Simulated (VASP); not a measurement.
A run of VASP 6.6.1 is set up as follows.

Contents of INCAR:

```
SYSTEM = HfN
  PREC = Accurate
  ENCUT = 520
  EDIFF = 1E-6
  ISMEAR = 0
  SIGMA = 0.15
  LREAL = .FALSE.
  LASPH = .TRUE.
  NELM = 80
  ALGO = Normal
  ISIF = 2
  LWAVE = .FALSE.
  LCHARG = .FALSE.
  GGA = PE
  NBANDS = 14
```

File KPOINTS:

```
regular mesh
0
G
  16 16 16
  0 0 0
```

POSCAR

```
HfN
1.0
    0.0000000000      2.5161925500      2.4548220000
    2.5161925500      0.0000000000      2.4548220000
    2.5161925500      2.5161925500      0.0000000000
Hf N
1 1
Direct
    0.0000000000      0.0000000000      0.0000000000
    0.7500000000      0.7500000000      0.7500000000
```

Potentials or basis: VASP PAW PBE potentials, release 64 (Hf_pv, N).

The run is started by

```bash
$ cat potpaw_PBE.64/Hf_pv/POTCAR potpaw_PBE.64/N/POTCAR > POTCAR
$ mpirun -np 1 vasp_std > vasp.out
```

Q: Predict the pressure.

A: -9.0 GPa.

Stress tensor (GPa, compression positive):
```
-10.19   0.00   0.00
  0.00 -10.19   0.00
  0.00   0.00  -6.64
```

Caveat: the cell differs from its parent crystal (strain +0.025 along x and y, +0.000 along z).
